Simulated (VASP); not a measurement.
# InSe in VASP: a series of runs

Aim: see how the results for InSe move with the level of theory and the settings. Levels: PBE, PBEsol. Tasks: single point.

Program: VASP 6.6.1. These are calculated values, not measurements. Logs are shortened: lines on timing, memory, paths and dates and some standing lists are left out, and cuts for length are marked.

## 1. The cell of the first run

The structure is cubic, space group Pm-3m (No. 221). Conventional cell: a = 3.632 Å, b = 3.632 Å, c = 3.632 Å, α = 90.00°, β = 90.00°, γ = 90.00°. Within 4.1 Å of In (site symmetry m-3m) lie 8 Se at 3.15 Å and 6 In at 3.63 Å. Within 4.1 Å of Se (site symmetry m-3m) lie 8 In at 3.15 Å and 6 Se at 3.63 Å.

## 2. Single point, PBE

INCAR reads:

```
PREC = Accurate ; ENCUT = 520
EDIFF = 1E-6 ; ISMEAR = -1
SIGMA = 0.05 ; LREAL = False
LASPH = True ; NELM = 80
ALGO = Normal ; ISIF = 2
LWAVE = False ; LCHARG = False
GGA = PE ; NBANDS = 16
```

KPOINTS reads:

```
regular mesh
0
Gamma
  8 8 8
```

POSCAR reads:

```
InSe
1.0
    3.6320400000      0.0000000000      0.0000000000
    0.0000000000      3.6320400000      0.0000000000
    0.0000000000      0.0000000000      3.6320400000
In Se
1 1
Direct
    0.5000000000      0.5000000000      0.5000000000
    0.0000000000      0.0000000000      0.0000000000
```

Potentials or basis: VASP PAW PBE potentials, release 64 (In_d, Se).

Run with:

```sh
$ cat potpaw_PBE.64/In_d/POTCAR potpaw_PBE.64/Se/POTCAR > POTCAR
$ mpirun -np 1 vasp_std > vasp.out
```

OUTCAR:

```text
PREC = Accurate
   ENCUT = 520
   EDIFF = 1E-6
   ISMEAR = -1
   LREAL = False
   LASPH = True
   NELM = 80
   ISIF = 2
   GGA = PE

 ion  position               nearest neighbor table
   1  0.500  0.500  0.500-   2 3.15   2 3.15   2 3.15   2 3.15   2 3.15   2 3.15   2 3.15   2 3.15

   2  0.000  0.000  0.000-   1 3.15   1 3.15   1 3.15   1 3.15   1 3.15   1 3.15   1 3.15   1 3.15

  LATTYP: Found a simple cubic cell.
 ALAT       =     3.6320400000

  Lattice vectors:

 A1 = (   3.6320400000,   0.0000000000,   0.0000000000)
 A2 = (   0.0000000000,   3.6320400000,   0.0000000000)
 A3 = (   0.0000000000,   0.0000000000,   3.6320400000)

Analysis of symmetry for initial positions (statically):
=====================================================================
 Subroutine PRICEL returns:
 Original cell was already a primitive cell.

 Routine SETGRP: Setting up the symmetry group for a
 simple cubic supercell.

 Subroutine GETGRP returns: Found 48 space group operations
 (whereof 48 operations were pure point group operations)
 out of a pool of 48 trial point group operations.

The static configuration has the point symmetry O_h .

Analysis of symmetry for dynamics (positions and initial velocities):
=====================================================================
 Subroutine PRICEL returns:
 Original cell was already a primitive cell.

 Routine SETGRP: Setting up the symmetry group for a
 simple cubic supercell.

 Subroutine GETGRP returns: Found 48 space group operations
 (whereof 48 operations were pure point group operations)
 out of a pool of 48 trial point group operations.

The dynamic configuration has the point symmetry O_h .

 Subroutine INISYM returns: Found 48 space group operations
 (whereof 48 operations are pure point group operations),
 and found     1 'primitive' translations

----------------------------------------------------------------------------------------

                                     Primitive cell

  volume of cell :      47.9128

  direct lattice vectors                    reciprocal lattice vectors
     3.632040000  0.000000000  0.000000000     0.275327364  0.000000000  0.000000000
     0.000000000  3.632040000  0.000000000     0.000000000  0.275327364  0.000000000
     0.000000000  0.000000000  3.632040000     0.000000000  0.000000000  0.275327364

  length of vectors
     3.632040000  3.632040000  3.632040000     0.275327364  0.275327364  0.275327364

  position of ions in fractional coordinates (direct lattice)
     0.500000000  0.500000000  0.500000000
     0.000000000  0.000000000  0.000000000

  ion indices of the primitive-cell ions
   primitive index   ion index
                 1           1
                 2           2

----------------------------------------------------------------------------------------

 KPOINTS: regular mesh

Automatic generation of k-mesh.
 Grid dimensions read from file:
 generate k-points for:    8    8    8

 Generating k-lattice:

  Cartesian coordinates                     Fractional coordinates (reciprocal lattice)
     0.034415921  0.000000000  0.000000000     0.125000000  0.000000000  0.000000000
     0.000000000  0.034415921  0.000000000     0.000000000  0.125000000  0.000000000
     0.000000000  0.000000000  0.034415921     0.000000000  0.000000000  0.125000000

  Length of vectors
     0.034415921  0.034415921  0.034415921

  Shift w.r.t. Gamma in fractional coordinates (k-lattice)
     0.000000000  0.000000000  0.000000000

 Subroutine IBZKPT returns following result:
 ===========================================

 Found     35 irreducible k-points:

 Following reciprocal coordinates:
            Coordinates               Weight
  0.000000  0.000000  0.000000      1.000000
  0.125000  0.000000  0.000000      6.000000
  0.250000  0.000000  0.000000      6.000000
  0.375000  0.000000  0.000000      6.000000
  0.500000  0.000000  0.000000      3.000000
  0.125000  0.125000  0.000000     12.000000
[... 16 lines left out ...]
  0.375000  0.375000  0.125000     24.000000
  0.500000  0.375000  0.125000     24.000000
 [... further k-points ...]
   k-points           NKPTS =     35   k-points in BZ     NKDIM =     35   number of bands    NBANDS=     16
   number of dos      NEDOS =    301   number of ions     NIONS =      2
   total plane-waves  NPLWV =  21952
   dimension x,y,z NGX =    28 NGY =   28 NGZ =   28
   dimension x,y,z NGXF=    56 NGYF=   56 NGZF=   56
   ions per type =               1   1
   NGX,Y,Z   is equivalent  to a cutoff of  12.82, 12.82, 12.82 a.u.
   NGXF,Y,Z  is equivalent  to a cutoff of  25.63, 25.63, 25.63 a.u.
 SYSTEM =  unknown system
   PREC   = accura    normal or accurate (medium, high low for compatibility)
   ISTART =      0    job   : 0-new  1-cont  2-samecut
   ICHARG =      2    charge: 1-file 2-atom 10-const
   ISPIN  =      1    spin polarized calculation?
   LNONCOLLINEAR =      F non collinear calculations
   LSORBIT =      F    spin-orbit coupling
   LASPH  =      T    aspherical Exc in radial PAW
   ENCUT  =  520.0 eV  38.22 Ry    6.18 a.u.   6.75  6.75  6.75*2*pi/ulx,y,z
   NELM   =     80;   NELMIN=  2; NELMDL= -5     # of ELM steps
   EDIFF  = 0.1E-05   stopping-criterion for ELM
   LREAL  =      F    real-space projection
   EDIFFG = 0.1E-04   stopping-criterion for IOM
   NSW    =      0    number of steps for IOM
   IBRION =     -1    ionic relax: 0-MD 1-quasi-New 2-CG
   NFREE  =      0    steps in history (QN), initial steepest desc. (CG)
   ISIF   =      2    stress and relaxation
   ISYM   =      2    0-nonsym 1-usesym 2-fastsym
   POTIM  = 0.5000    time-step for ionic-motion
   TEBEG  =    0.0;   TEEND  =   0.0 temperature during run
   PSTRESS=    0.0 pullay stress
   NELECT =      19.0000    total number of electrons
   NUPDOWN=      -1.0000    fix difference up-down
   EMIN   =  10.00;   EMAX   =-10.00  energy-range for DOS
   EFERMI =   0.00;   METHOD = LEGACY
   ISMEAR =    -1;   SIGMA  =   0.05  broadening in eV -4-tet -1-fermi 0-gaus
   EFERMI_NEDOS =   21; number of points for ismear=-14 and -15
   IALGO  =     38    algorithm
   IMIX   =      4    mixing-type and parameters
     AMIX     =   0.40;   BMIX     =  1.00
     AMIX_MAG =   1.60;   BMIX_MAG =  1.00
  volume/ion in A,a.u.               =      23.96       161.67
  Fermi-wavevector in a.u.,A,eV,Ry     =   1.202750  2.272868 19.682295  1.446608
  Thomas-Fermi vector in A             =   2.338523
   LORBIT       =      0    0 simple, 1 ext, 2 COOP (PROOUT), +10 PAW based schemes
   GGA     = PE    functional components
   LHFCALC =     F    Hartree Fock is set to
   AEXX    =    0.0000 exact exchange contribution
   IVDW    =     0    specifies the selected vdW correction
   LEPSILON=     F    determine dielectric tensor
   LRPA    =     F    only Hartree local field effects (RPA)
 non-spin polarized calculation
  energy-cutoff  :      520.00
  volume of cell :       47.91
 maximum number of plane-waves:      1328
 NGX is ok and might be reduce to    28
   NGX = 13   NGY = 13   NGZ = 13

 number of electron      18.9999994 magnetization

 Free energy of the ion-electron system (eV)
  ---------------------------------------------------
  ext. energy  EPLUGINS =         0.00000000
  ---------------------------------------------------
  free energy    TOTEN  =        -6.42827749 eV

  energy without entropy =       -6.41748384  energy(sigma->0) =       -6.42288066

 E-fermi :   5.8533     XC(G=0): -10.1973

 val. band max:        5.8421821594   @ k =   0.5000   0.3750   0.0000
 cond. band min:       5.8922246836   @ k =   0.5000   0.5000   0.0000
 fundamental gap:      0.0500425242
 Fermi energy:         5.8532937803

 k-point     1 :       0.0000    0.0000    0.0000
  band No.  band energies     occupation
      1      -8.5046      2.00000
      2      -8.5046      2.00000
      3      -8.3299      2.00000
      4      -8.3299      2.00000
      5      -8.3299      2.00000
      6      -7.6155      2.00000
[... 8 lines left out ...]
     15      14.1792      0.00000
     16      19.3944      0.00000

 k-point     2 :       0.1250    0.0000    0.0000
  band No.  band energies     occupation
      1      -8.5030      2.00000
      2      -8.4845      2.00000
      3      -8.3389      2.00000
      4      -8.3389      2.00000
      5      -8.3291      2.00000
      6      -7.5121      2.00000
[... 8 lines left out ...]
     15      13.7973      0.00000
     16      19.0974      0.00000

 k-point     3 :       0.2500    0.0000    0.0000
  band No.  band energies     occupation
      1      -8.4989      2.00000
      2      -8.4363      2.00000
      3      -8.3605      2.00000
      4      -8.3605      2.00000
      5      -8.3271      2.00000
      6      -7.2353      2.00000
[... 8 lines left out ...]
     15      15.0424      0.00000
     16      17.1139      0.00000

 k-point     4 :       0.3750    0.0000    0.0000
  band No.  band energies     occupation
      1      -8.4949      2.00000
      2      -8.3885      2.00000
      3      -8.3820      2.00000
      4      -8.3820      2.00000
      5      -8.3252      2.00000
      6      -6.9064      2.00000
[... 8 lines left out ...]
     15      15.5759      0.00000
     16      17.8500      0.00000
[... 324 lines left out ...]
 k-point    22 :       0.5000    0.2500    0.1250
  band No.  band energies     occupation
      1      -8.5217      2.00000
      2      -8.4296      2.00000
      3      -8.4007      2.00000
      4      -8.3613      2.00000
      5      -8.3245      2.00000
      6      -6.2343      2.00000
[... 8 lines left out ...]
     15      16.0821      0.00000
     16      16.8497      0.00000

 k-point    23 :       0.3750    0.3750    0.1250
  band No.  band energies     occupation
      1      -8.5630      2.00000
      2      -8.4143      2.00000
      3      -8.3864      2.00000
      4      -8.3820      2.00000
      5      -8.3057      2.00000
      6      -6.0785      2.00000
[... 8 lines left out ...]
     15      16.7529      0.00000
     16      16.7942      0.00000

 k-point    24 :       0.5000    0.3750    0.1250
  band No.  band energies     occupation
      1      -8.5855      2.00000
      2      -8.4091      2.00000
      3      -8.3929      2.00000
      4      -8.3810      2.00000
      5      -8.2868      2.00000
      6      -5.9412      2.00000
[... 8 lines left out ...]
     15      16.5578      0.00000
     16      16.8567      0.00000

 [... further k-points ...]

------------------------ aborting loop because EDIFF is reached ----------------------------------------

  FORCE on cell =-STRESS in cart. coord.  units (eV):
  Direction    XX          YY          ZZ          XY          YZ          ZX
  --------------------------------------------------------------------------------------
  -------------------------------------------------------------------------------------
  Total        0.0738166      0.0738166      0.0738166      0.0000000     -0.0000000      0.0000000
  in kB        2.4683843      2.4683843      2.4683843      0.0000000     -0.0000000      0.0000000
  external PRESSURE =       2.4683843 kB  Pullay stress =       0.0000000 kB

 VOLUME and BASIS-vectors are now :
 -----------------------------------------------------------------------------
  energy-cutoff  :      520.00
  volume of cell :       47.91
      direct lattice vectors                 reciprocal lattice vectors
     3.632040000  0.000000000  0.000000000     0.275327364  0.000000000  0.000000000
     0.000000000  3.632040000  0.000000000     0.000000000  0.275327364  0.000000000
     0.000000000  0.000000000  3.632040000     0.000000000  0.000000000  0.275327364

 POSITION                                       TOTAL-FORCE (eV/Angst)
 -----------------------------------------------------------------------------------
      1.81602      1.81602      1.81602         0.000000      0.000000      0.000000
      0.00000      0.00000      0.00000         0.000000      0.000000      0.000000
 -----------------------------------------------------------------------------------
    total drift:                                0.000000      0.000000      0.000000

  FREE ENERGIE OF THE ION-ELECTRON SYSTEM (eV)
  ---------------------------------------------------
  free  energy   TOTEN  =        -6.4282774913 eV

  energy  without entropy=       -6.4174838381  energy(sigma->0) =       -6.42288066
```

Run time: 42 s. Hardware: 1 thread of Intel Xeon 8259CL, shared host; peak memory 0.17 GiB.

What came out:

```
Free energy            : -6.4283 eV
Pressure               : 0.2 GPa
Band gap on the k mesh : zero (an odd number of electrons rules out a gap without spin polarisation)
```

Caveat: spin-orbit coupling is left out, which moves the levels of the heavy elements.

[end of part 1 of 2]
